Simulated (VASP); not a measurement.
# ZnS (zincblende type) (F-43m) in VASP: further runs, part 2 of 2

VASP 6.6.1.

## Step 4: Single point, LDA (volume scaled by 0.8)

The input, INCAR:

```
SYSTEM = ZnS
PREC = Accurate
ENCUT = 520
EDIFF = 1E-6
ISMEAR = -1
SIGMA = 0.05
LREAL = .FALSE.
LASPH = .TRUE.
NELM = 80
ALGO = Normal
ISIF = 2
LWAVE = .FALSE.
LCHARG = .FALSE.
NBANDS = 16
```

The input, KPOINTS:

```
Automatic mesh
0
G
  12 12 12
  0 0 0
```

The input, POSCAR:

```
ZnS
1.0
    0.0000000000      2.4585552654      2.4585552654
    2.4585552654      0.0000000000      2.4585552654
    2.4585552654      2.4585552654      0.0000000000
Zn S
1 1
Direct
    0.0000000000      0.0000000000      0.0000000000
    0.2500000000      0.2500000000      0.2500000000
```

Potentials or basis: VASP PAW LDA potentials, release 64 (Zn, S).

On the command line:

```sh
> cat potpaw_LDA.64/Zn/POTCAR potpaw_LDA.64/S/POTCAR > POTCAR
> mpirun -np 1 vasp_std > vasp.out
```

OUTCAR:

```text
SYSTEM = ZnS
   PREC = Accurate
   ENCUT = 520
   EDIFF = 1E-6
   ISMEAR = -1
   LREAL = .FALSE.
   LASPH = .TRUE.
   NELM = 80
   ISIF = 2

 ion  position               nearest neighbor table
   1  0.000  0.000  0.000-   2 2.13   2 2.13   2 2.13   2 2.13
   2  0.250  0.250  0.250-   1 2.13   1 2.13   1 2.13   1 2.13

  LATTYP: Found a face centered cubic cell.
 ALAT       =     4.9171105308

  Lattice vectors:

 A1 = (   0.0000000000,   2.4585552654,   2.4585552654)
 A2 = (   2.4585552654,   0.0000000000,   2.4585552654)
 A3 = (   2.4585552654,   2.4585552654,   0.0000000000)

Analysis of symmetry for initial positions (statically):
=====================================================================
 Subroutine PRICEL returns:
 Original cell was already a primitive cell.

 Routine SETGRP: Setting up the symmetry group for a
 face centered cubic supercell.

 Subroutine GETGRP returns: Found 24 space group operations
 (whereof 24 operations were pure point group operations)
 out of a pool of 48 trial point group operations.

The static configuration has the point symmetry T_d .

Analysis of symmetry for dynamics (positions and initial velocities):
=====================================================================
 Subroutine PRICEL returns:
 Original cell was already a primitive cell.

 Routine SETGRP: Setting up the symmetry group for a
 face centered cubic supercell.

 Subroutine GETGRP returns: Found 24 space group operations
 (whereof 24 operations were pure point group operations)
 out of a pool of 48 trial point group operations.

The dynamic configuration has the point symmetry T_d .

 Subroutine INISYM returns: Found 24 space group operations
 (whereof 24 operations are pure point group operations),
 and found     1 'primitive' translations

----------------------------------------------------------------------------------------

                                     Primitive cell

[... 104 lines left out ...]
   EFERMI =   0.00;   METHOD = LEGACY
   ISMEAR =    -1;   SIGMA  =   0.05  broadening in eV -4-tet -1-fermi 0-gaus
   EFERMI_NEDOS =   21; number of points for ismear=-14 and -15
   IALGO  =     38    algorithm
   IMIX   =      4    mixing-type and parameters
     AMIX     =   0.40;   BMIX     =  1.00
     AMIX_MAG =   1.60;   BMIX_MAG =  1.00
  volume/ion in A,a.u.               =      14.86       100.29
  Fermi-wavevector in a.u.,A,eV,Ry     =   1.385083  2.617427 26.102151  1.918454
  Thomas-Fermi vector in A             =   2.509526
   LORBIT       =      0    0 simple, 1 ext, 2 COOP (PROOUT), +10 PAW based schemes
   GGA     = CA    functional components
   LHFCALC =     F    Hartree Fock is set to
   AEXX    =    0.0000 exact exchange contribution
   IVDW    =     0    specifies the selected vdW correction
   LEPSILON=     F    determine dielectric tensor
   LRPA    =     F    only Hartree local field effects (RPA)
 non-spin polarized calculation
  energy-cutoff  :      520.00
  volume of cell :       29.72
 maximum number of plane-waves:       821
 NGX is ok and might be reduce to    28
   NGX = 13   NGY = 13   NGZ = 13

 number of electron      17.9999984 magnetization

 Free energy of the ion-electron system (eV)
  ---------------------------------------------------
  ext. energy  EPLUGINS =         0.00000000
  ---------------------------------------------------
  free energy    TOTEN  =        -7.58824319 eV

  energy without entropy =       -7.58824319  energy(sigma->0) =       -7.58824319

 E-fermi :   6.0620     XC(G=0): -11.3969

 val. band max:        5.0984445049   @ k =   0.0000   0.0000   0.0000
 cond. band min:       7.5484073921   @ k =   0.5000   0.5000   0.0000
 fundamental gap:      2.4499628873
 Fermi energy:         6.0619995602

 k-point     1 :       0.0000    0.0000    0.0000
  band No.  band energies     occupation
      1     -10.4346      2.00000
      2      -3.0117      2.00000
      3      -3.0117      2.00000
      4      -3.0117      2.00000
      5      -2.1509      2.00000
      6      -2.1509      2.00000
[... 433 lines left out ...]
      3      -2.7392      2.00000
      4      -2.5043      2.00000
      5      -2.1150      2.00000
      6      -1.9653      2.00000
[... 8 lines left out ...]
     15      18.1343      0.00000
     16      20.0706      0.00000

 [... further k-points ...]
[... 5 lines left out ...]
  --------------------------------------------------------------------------------------
  -------------------------------------------------------------------------------------
  Total        5.9791140      5.9791140      5.9791140     -0.0000000      0.0000000      0.0000000
  in kB      322.3127555    322.3127555    322.3127555     -0.0000000      0.0000000      0.0000000
  external PRESSURE =     322.3127555 kB  Pullay stress =       0.0000000 kB

 VOLUME and BASIS-vectors are now :
 -----------------------------------------------------------------------------
  energy-cutoff  :      520.00
  volume of cell :       29.72
      direct lattice vectors                 reciprocal lattice vectors
     0.000000000  2.458555265  2.458555265    -0.203371471  0.203371471  0.203371471
     2.458555265  0.000000000  2.458555265     0.203371471 -0.203371471  0.203371471
     2.458555265  2.458555265  0.000000000     0.203371471  0.203371471 -0.203371471

 POSITION                                       TOTAL-FORCE (eV/Angst)
 -----------------------------------------------------------------------------------
      0.00000      0.00000      0.00000        -0.000000     -0.000000     -0.000000
      1.22928      1.22928      1.22928         0.000000      0.000000      0.000000
 -----------------------------------------------------------------------------------
    total drift:                                0.000001      0.000001      0.000001

  FREE ENERGIE OF THE ION-ELECTRON SYSTEM (eV)
  ---------------------------------------------------
  free  energy   TOTEN  =        -7.5882431923 eV

  energy  without entropy=       -7.5882431923  energy(sigma->0) =       -7.58824319
```

OSZICAR:

```text
N       E                     dE             d eps       ncg     rms          rms(c)
DAV:   1     0.898970560295E+02    0.89897E+02   -0.91564E+03  2344   0.148E+03
DAV:   2    -0.266965750599E+01   -0.92567E+02   -0.86465E+02  2592   0.278E+02
DAV:   3    -0.810188500099E+01   -0.54322E+01   -0.54081E+01  2800   0.652E+01
DAV:   4    -0.815248245845E+01   -0.50597E-01   -0.50588E-01  2872   0.635E+00
DAV:   5    -0.815293134039E+01   -0.44888E-03   -0.44888E-03  2840   0.604E-01    0.120E+01
DAV:   6    -0.765168126444E+01    0.50125E+00   -0.89897E-01  3376   0.386E+01    0.883E+00
DAV:   7    -0.759818023191E+01    0.53501E-01   -0.37127E-01  2952   0.765E+00    0.395E+00
DAV:   8    -0.758938239321E+01    0.87978E-02   -0.13467E-02  3360   0.302E+00    0.856E-01
DAV:   9    -0.758825033918E+01    0.11321E-02   -0.28783E-03  2664   0.414E-01    0.765E-02
DAV:  10    -0.758824072876E+01    0.96104E-05   -0.24884E-04  2896   0.132E-01    0.966E-02
DAV:  11    -0.758824753424E+01   -0.68055E-05   -0.10877E-05  3304   0.377E-02    0.394E-02
DAV:  12    -0.758824315461E+01    0.43796E-05   -0.97550E-06  2784   0.243E-02    0.951E-03
DAV:  13    -0.758824319231E+01   -0.37694E-07   -0.65496E-07  1552   0.762E-03
   1 F= -.75882432E+01 E0= -.75882432E+01  d E =-.285609E-10
```

stdout:

```text
POSCAR found type information on POSCAR ZnS
 POSCAR found :  2 types and       2 ions
 scaLAPACK will be used
 LDA part: xc-table for (Slater(with rela. corr.)+CA(PZ))
 , standard interpolation
 POSCAR, INCAR and KPOINTS ok, starting setup
 FFT: planning ... GRIDC
 FFT: planning ... GRID_SOFT
 FFT: planning ... GRID
 WAVECAR not read
 entering main loop
```

Run time: 20 s. Hardware: 1 thread of AMD EPYC 9R45 (Zen 5), shared host; peak memory 0.13 GiB.

What came out:

```yaml
Free_energy: -7.5882 eV
Pressure: 32.2 GPa
Band_gap_on_the_k_mesh: 2.45 eV, indirect (least direct gap 3.24 eV)
```

 A k mesh can miss the band edges.

## Step 5: Single point, LDA (volume scaled by 0.88)

The input, INCAR:

```
SYSTEM = ZnS
PREC = Accurate ; ENCUT = 520
EDIFF = 1E-6 ; ISMEAR = -1
SIGMA = 0.05 ; LREAL = .FALSE.
LASPH = .TRUE. ; NELM = 100
ALGO = Normal ; ISIF = 2
LWAVE = .FALSE. ; LCHARG = .FALSE.
GGA = CA ; NBANDS = 16
```

The input, KPOINTS:

```
regular mesh
0
G
  12 12 12
  0 0 0
```

The input, POSCAR:

```
ZnS
1.0
    0.0000000000      2.5379177133      2.5379177133
    2.5379177133      0.0000000000      2.5379177133
    2.5379177133      2.5379177133      0.0000000000
Zn S
1 1
Direct
    0.0000000000      0.0000000000      0.0000000000
    0.2500000000      0.2500000000      0.2500000000
```

Potentials or basis: VASP PAW LDA potentials, release 64 (Zn, S).

On the command line:

```sh
> cat potpaw_LDA.64/Zn/POTCAR potpaw_LDA.64/S/POTCAR > POTCAR
> mpirun -np 1 vasp_std > vasp.out
```

OUTCAR:

```text
SYSTEM = ZnS
   PREC = Accurate
   ENCUT = 520
   EDIFF = 1E-6
   ISMEAR = -1
   LREAL = .FALSE.
   LASPH = .TRUE.
   NELM = 100
   ISIF = 2
   GGA = CA

 ion  position               nearest neighbor table
   1  0.000  0.000  0.000-   2 2.20   2 2.20   2 2.20   2 2.20
   2  0.250  0.250  0.250-   1 2.20   1 2.20   1 2.20   1 2.20

  LATTYP: Found a face centered cubic cell.
 ALAT       =     5.0758354266

  Lattice vectors:

 A1 = (   0.0000000000,   2.5379177133,   2.5379177133)
 A2 = (   2.5379177133,   0.0000000000,   2.5379177133)
 A3 = (   2.5379177133,   2.5379177133,   0.0000000000)

Analysis of symmetry for initial positions (statically):
=====================================================================
 Subroutine PRICEL returns:
 Original cell was already a primitive cell.

 Routine SETGRP: Setting up the symmetry group for a
 face centered cubic supercell.

 Subroutine GETGRP returns: Found 24 space group operations
 (whereof 24 operations were pure point group operations)
 out of a pool of 48 trial point group operations.

The static configuration has the point symmetry T_d .
[... 157 lines left out ...]

  energy without entropy =       -8.01597936  energy(sigma->0) =       -8.01597936

 E-fermi :   4.9217     XC(G=0): -10.9255

 val. band max:        3.9127955433   @ k =   0.0000   0.0000   0.0000
 cond. band min:       6.6418539836   @ k =   0.5000   0.5000   0.0000
 fundamental gap:      2.7290584402
 Fermi energy:         4.9216630790

 k-point     1 :       0.0000    0.0000    0.0000
  band No.  band energies     occupation
      1     -10.7013      2.00000
      2      -3.5416      2.00000
      3      -3.5416      2.00000
      4      -3.5416      2.00000
      5      -2.8191      2.00000
      6      -2.8191      2.00000
[... 433 lines left out ...]
      3      -3.3100      2.00000
      4      -3.0022      2.00000
      5      -2.7901      2.00000
      6      -2.6079      2.00000
[... 8 lines left out ...]
     15      16.6131      0.00000
     16      18.4256      0.00000

 [... further k-points ...]

------------------------ aborting loop because EDIFF is reached ----------------------------------------

  FORCE on cell =-STRESS in cart. coord.  units (eV):
  Direction    XX          YY          ZZ          XY          YZ          ZX
  --------------------------------------------------------------------------------------
  -------------------------------------------------------------------------------------
  Total        3.0803478      3.0803478      3.0803478      0.0000000      0.0000000      0.0000000
  in kB      150.9550787    150.9550787    150.9550787      0.0000000      0.0000000      0.0000000
  external PRESSURE =     150.9550787 kB  Pullay stress =       0.0000000 kB

 VOLUME and BASIS-vectors are now :
 -----------------------------------------------------------------------------
  energy-cutoff  :      520.00
  volume of cell :       32.69
      direct lattice vectors                 reciprocal lattice vectors
     0.000000000  2.537917713  2.537917713    -0.197011904  0.197011904  0.197011904
     2.537917713  0.000000000  2.537917713     0.197011904 -0.197011904  0.197011904
     2.537917713  2.537917713  0.000000000     0.197011904  0.197011904 -0.197011904

 POSITION                                       TOTAL-FORCE (eV/Angst)
 -----------------------------------------------------------------------------------
      0.00000      0.00000      0.00000        -0.000000      0.000000     -0.000000
      1.26896      1.26896      1.26896         0.000000     -0.000000      0.000000
 -----------------------------------------------------------------------------------
    total drift:                                0.000001      0.000001      0.000002

  FREE ENERGIE OF THE ION-ELECTRON SYSTEM (eV)
  ---------------------------------------------------
  free  energy   TOTEN  =        -8.0159793606 eV

  energy  without entropy=       -8.0159793606  energy(sigma->0) =       -8.01597936
```

OSZICAR:

```text
N       E                     dE             d eps       ncg     rms          rms(c)
DAV:   1     0.867062680381E+02    0.86706E+02   -0.90754E+03  2360   0.144E+03
DAV:   2    -0.311111657916E+01   -0.89817E+02   -0.83844E+02  2576   0.268E+02
DAV:   3    -0.845724491729E+01   -0.53461E+01   -0.53220E+01  2936   0.632E+01
DAV:   4    -0.850834034432E+01   -0.51095E-01   -0.51086E-01  2736   0.633E+00
DAV:   5    -0.850884881385E+01   -0.50847E-03   -0.50846E-03  2984   0.626E-01    0.991E+00
DAV:   6    -0.806511722584E+01    0.44373E+00   -0.82097E-01  3440   0.353E+01    0.742E+00
DAV:   7    -0.802405097744E+01    0.41066E-01   -0.29797E-01  2976   0.633E+00    0.338E+00
DAV:   8    -0.801676374636E+01    0.72872E-02   -0.91536E-03  3376   0.221E+00    0.745E-01
DAV:   9    -0.801597494063E+01    0.78881E-03   -0.19820E-03  2616   0.334E-01    0.712E-02
DAV:  10    -0.801597694717E+01   -0.20065E-05   -0.15943E-04  2928   0.107E-01    0.807E-02
DAV:  11    -0.801598146331E+01   -0.45161E-05   -0.10782E-05  3392   0.537E-02    0.458E-02
DAV:  12    -0.801597933822E+01    0.21251E-05   -0.39153E-06  2840   0.191E-02    0.191E-03
DAV:  13    -0.801597936057E+01   -0.22346E-07   -0.30936E-07  1456   0.533E-03
   1 F= -.80159794E+01 E0= -.80159794E+01  d E =-.145510E-10
```

stdout:

```text
POSCAR found type information on POSCAR ZnS
 POSCAR found :  2 types and       2 ions
 scaLAPACK will be used
 LDA part: xc-table for (Slater(with rela. corr.)+CA(PZ))
 , standard interpolation
 POSCAR, INCAR and KPOINTS ok, starting setup
 FFT: planning ... GRIDC
 FFT: planning ... GRID_SOFT
 FFT: planning ... GRID
 WAVECAR not read
 entering main loop
```

Wall time 20 s (1 thread of AMD EPYC 9R45 (Zen 5), shared host); peak memory 0.13 GiB.

Results:

```yaml
Free_energy: -8.0160 eV
Pressure: 15.1 GPa
Band_gap_on_the_k_mesh: 2.73 eV, indirect (least direct gap 2.77 eV)
```

Levels at points of the mesh, in eV from the valence-band top:
| k point | band 7 | band 8 | band 9 | band 10 | band 11 | band 12 |
| --- | --- | --- | --- | --- | --- | --- |
| (0.00, 0.00, 0.00) | 0.00 | 0.00 | 0.00 | 2.77 | 6.05 | 6.05 |
| (0.50, 0.00, 0.00) | -6.39 | -1.19 | -1.19 | 3.46 | 6.62 | 6.62 |
| (0.50, 0.50, 0.00) | -5.47 | -3.01 | -3.01 | 2.73 | 3.75 | 12.22 |

 A k mesh can miss the band edges.

## Step 6: Overview

```csv
cell,gap on the mesh (eV),pressure (GPa)
"a = 3.228 Å, angles 60.0°, 2 atoms",1.69,105.0
"a = 3.357 Å, angles 60.0°, 2 atoms",2.11,59.7
"a = 3.477 Å, angles 60.0°, 2 atoms",2.45,32.2
"a = 3.589 Å, angles 60.0°, 2 atoms",2.73,15.1
```

Alike in all rows: task single point; level LDA; potentials or basis VASP PAW LDA potentials, release 64 (Zn, S); no spin polarisation; k mesh 12 × 12 × 12; cutoff (eV) 520; smearing fermi-dirac 0.05 eV.

Total energies depend on the potentials used, so only differences within one code and one set of settings carry meaning.
